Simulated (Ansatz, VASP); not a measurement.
# One calculation of P, two programs

```
P
1.0
     3.03680    0.00000    0.00000
     0.00000    3.03680    0.00000
     0.00000    0.00000    2.02532
P
1
Direct
  0.00000 0.00000 0.00000
```

Alike in both runs: task relaxation of cell and atoms; functional PBE; k mesh 6 × 6 × 8; occupations gaussian, width 0.1 eV; no spin polarisation.

```csv
,VASP,Ansatz
version,VASP 6.6.1,Ansatz 0.2.0
potentials or method,"VASP PAW PBE potentials, release 64 (P), cutoff 600 eV","scalar-relativistic, plane waves, PAW"
valence electrons in the cell,5,5
```

Ansatz gave:

```
gap on the k mesh at the Fermi level, each at its own relaxed structure (eV) : none
relaxed volume (Å³/atom)                                                     : 14.61
relaxed length of the cell vector where the two differ most in proportion (Å)              : 2.464
```

Task: Which values does VASP return?

Result: gap on the k mesh at the Fermi level, each at its own relaxed structure (eV): none; relaxed volume (Å³/atom): 14.60; relaxed length of the cell vector where the two differ most in proportion (Å): 2.461.

A gap of «none» marks a metal or a gap that the smearing closes.

The k mesh is coarse, so the values compare programs but aren't converged. Noted on VASP's run: the volume moved by over 15 % at a fixed basis, so the end points are rough.
